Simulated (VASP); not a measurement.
A run of VASP 6.6.1 is set up as follows.

The input POSCAR:

```
Nb
1.0
    0.0000000000      2.1072792316      2.1072792316
    2.1072792316      0.0000000000      2.1072792316
    2.1072792316      2.1072792316      0.0000000000
Nb
1
Direct
    0.0000000000      0.0000000000      0.0000000000
```

Contents of INCAR.step1:

```
ALGO = Normal ; EDIFF = 1E-4
ENCUT = 520 ; GGA = PE
ISMEAR = -1 ; LASPH = T
LCHARG = F ; LREAL = F
LWAVE = T ; NBANDS = 12
NELM = 60 ; PREC = Accurate
SIGMA = 0.1
```

File INCAR.step2:

```
ALGO = Normal ; EDIFF = 1E-6
ENCUT = 520 ; ISIF = 2
ISMEAR = -1 ; ISTART = 1
LASPH = T ; LCHARG = T
LELF = T ; LMIXTAU = T
LREAL = F ; LVHAR = T
LWAVE = F ; METAGGA = R2SCAN
NBANDS = 12 ; NELM = 60
PREC = Accurate ; SIGMA = 0.1
```

KPOINTS

```
k-points
0
Gamma
  7 7 7
```

Potentials or basis: VASP PAW PBE potentials, release 64 (Nb_sv).

Command:

```console
$ cat potpaw_PBE.64/Nb_sv/POTCAR > POTCAR
$ cp INCAR.step1 INCAR
$ mpirun -np 1 vasp_std > vasp.out
$ cp INCAR.step2 INCAR
$ mpirun -np 1 vasp_std > vasp.out
```

**Question.** Predict the pressure.

**Answer.** -1.3 GPa.

Caveat: the k points lie up to 0.37 Å⁻¹ apart; the PAW data sets were made with another functional, which shifts forces and pressure a little.
